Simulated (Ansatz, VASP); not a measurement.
Ta: VASP beside Ansatz

```
CELL_PARAMETERS angstrom
2.90037 0.02175 0.02175
-1.43135 2.50092 0.00796
0.03875 0.03875 5.16627
ATOMIC_POSITIONS crystal
Ta 0.66667 0.33333 0.75000
Ta 0.33333 0.66667 0.25000
```

Alike in both runs: task single point; functional PBEsol; k mesh 14 × 14 × 7; no spin polarisation.

```csv
,VASP,Ansatz
version,VASP 6.6.1,Ansatz 0.2.0
potentials or method,"VASP PAW PBE potentials, release 64 (Ta_pv), cutoff 520 eV","plane waves, PAW"
occupations,"methfessel-paxton of order 1, width 0.1 eV",methfessel-paxton of order 1
valence electrons in the cell,22,26
```

|  | VASP | Ansatz | Ansatz less VASP |
| --- | --- | --- | --- |
| pressure (GPa) | -6.9 | -6.9 | -0.09 |
| traceless stress, the component that is largest in VASP (GPa) | 0.85 | 0.85 | -0.002 |

VASP's potentials were made for PBE, not for PBEsol. VASP's potentials hold 22 valence electrons a cell and Ansatz's 26, so a difference there can come from the potentials and not from the codes.

Neither program's run includes spin-orbit coupling.
